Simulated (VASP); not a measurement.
Si, 1 atom in the cell. The structure is hexagonal, space group P6/mmm (No. 191). Conventional cell: a = 2.496 Å, b = 2.496 Å, c = 2.368 Å, α = 90.00°, β = 90.00°, γ = 120.00°. Within 3.1 Å of Si (site symmetry 6/mmm) lie 8 Si at 2.37 to 2.50 Å. 

| Item | Value |
| --- | --- |
| Program | VASP 6.6.1 |
| Task | single point |
| Functional | PBE |
| Potentials or basis | VASP PAW PBE potentials, release 64 (Si) |
| Cutoff | 520 eV |
| k mesh | 17 × 17 × 16 |
| Occupations | fermi-dirac, width 0.1 eV |
| Spin | no spin polarisation |
| Dipole correction | no |
| Further INCAR settings | ALGO = Normal; EDIFF = 1e-07; NBANDS = 8 |

Potentials or basis: VASP PAW PBE potentials, release 64 (Si).

Command:

```bash
$ cat potpaw_PBE.64/Si/POTCAR > POTCAR
$ mpirun -np 1 vasp_std > vasp.out
```

Hardware: 1 thread of Intel Xeon 6975P-C (shared host).

Problem. How long does it take, and how much memory?

Solution. Wall time 13 s on 1 thread of Intel Xeon 6975P-C, with other jobs on the host, peak memory 0.13 GiB. Counts: scf iterations 11, k points 297.
